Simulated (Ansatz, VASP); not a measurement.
## GaN: VASP beside Ansatz

The input INCAR:

```
SYSTEM = GaN
PREC = Accurate
ENCUT = 520
EDIFF = 1E-7
ISMEAR = -1
SIGMA = 0.05
LREAL = .False.
LASPH = .True.
NELM = 80
ALGO = Normal
ISIF = 2
LWAVE = .False.
LCHARG = .True.
GGA = PS
LELF = .True.
LVHAR = .True.
NBANDS = 16
```

File KPOINTS:

```
Automatic mesh
0
Gamma
  10 10 10
  0 0 0
```

File POSCAR:

```
GaN
1.0
    2.9806400000      0.0000000000      0.0000000000
   -1.4903200000      2.5813100000      0.0000000000
    0.0000000000      0.0000000000      2.6833700000
Ga N
1 1
Direct
    0.6666700000      0.3333300000      0.5000000000
    0.0000000000      0.0000000000      0.0000000000
```

Contents of input.yaml:

```yaml
crystal:
  lattice:
    - [2.98064, 0.0, 0.0]
    - [-1.49032, 2.58131, 0.0]
    - [0.0, 0.0, 2.68337]
  atoms:
    - { symbol: Ga, position: [0.66667, 0.33333, 0.5] }
    - { symbol: "N", position: [0.0, 0.0, 0.0] }
hamiltonian:
  xc: pbesol
  pseudopotentials: { kind: paw }
kpoints:
  mp_grid: { grid: [10, 10, 10] }
  band_path:
    path:
      - [[0.0, 0.0, 0.0], [0.5, 0.0, 0.0], [0.3333333333, 0.3333333333, 0.0], [0.0, 0.0, 0.0], [0.0, 0.0, 0.5], [0.5, 0.0, 0.5], [0.3333333333, 0.3333333333, 0.5], [0.0, 0.0, 0.5]]
      - [[0.5, 0.0, 0.5], [0.5, 0.0, 0.0]]
      - [[0.3333333333, 0.3333333333, 0.0], [0.3333333333, 0.3333333333, 0.5]]
    npoints: 14
scf:
  occupations: { method: fermi_dirac, width: 0.05 }
  n_extra_bands: 6
output:
  forces: true
  stress: true
  eigenvalues: true
  fatbands: false
```

Alike in both runs: functional PBEsol; k mesh 10 × 10 × 10; occupations fermi-dirac, width 0.05 eV; no spin polarisation.

```csv
,VASP,Ansatz
version,VASP 6.6.1,Ansatz 0.2.0
potentials or method,"VASP PAW PBE potentials, release 64 (Ga_d, N)",Ansatz PAW
plane-wave cutoff (eV),520,420
valence electrons in the cell,18,18
task,single point,band structure
```

|  | VASP | Ansatz | Ansatz less VASP |
| --- | --- | --- | --- |
| gap on the k mesh at the Fermi level (eV) | none | none | - |
| pressure (GPa) | -6.2 | -6.6 | -0.44 |
| traceless stress, the component that is largest in VASP (GPa) | -0.85 | -0.87 | -0.021 |

VASP's potentials were made for PBE, not for PBEsol. A gap of «none» marks a metal or a gap that the smearing closes.
